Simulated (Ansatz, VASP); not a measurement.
# Ca2TaO3 in VASP and in Ansatz

```xyz
6
Lattice="5.5809 0.0000 0.0000 -2.7905 4.8332 0.0000 0.0000 0.0000 3.2718" Properties=species:S:1:pos:R:3 pbc="T T T"
Ca    2.7905    1.6111    1.6359
Ca    0.0000    3.2221    1.6359
Ta    0.0000    0.0000    1.6359
O    -1.3952    2.4166    0.0000
O     1.3952    2.4166    0.0000
O     2.7905    0.0000    0.0000
```

Change from the starting cell: species swapped into the DyB2Rh3 type (P6/mmm, No. 191).

Alike in both runs: task single point; functional PBE; k mesh 6 × 6 × 6; occupations gaussian, width 0.1 eV; collinear spin.

```csv
,VASP,Ansatz
version,VASP 6.6.1,Ansatz 0.2.0
potentials or method,"VASP PAW PBE potentials, release 64 (Ca_sv, Ta_pv, O), cutoff 520 eV","scalar-relativistic, plane waves, PAW"
valence electrons in the cell,49,51
```

|  | VASP | Ansatz | Ansatz less VASP |
| --- | --- | --- | --- |
| gap on the k mesh at the Fermi level (eV) | none | none | - |
| pressure (GPa) | 1.8 | 2.1 | +0.35 |
| traceless stress, the component that is largest in VASP (GPa) | -20.97 | -21.21 | -0.242 |
| net moment per atom (μB) | 0.00 | 0.33 | +0.332 |
| size of the moment on the site where the two differ most (μB) | 0.00 | 1.74 | +1.740 |

The net moments are unlike, so the other rows may belong to different states. Site moments also hang on the region over which each program counts them. A gap of «none» marks a metal or a gap that the smearing closes. VASP's potentials hold 49 valence electrons a cell and Ansatz's 51, so a difference there can come from the potentials and not from the codes.

Neither program's run includes spin-orbit coupling.
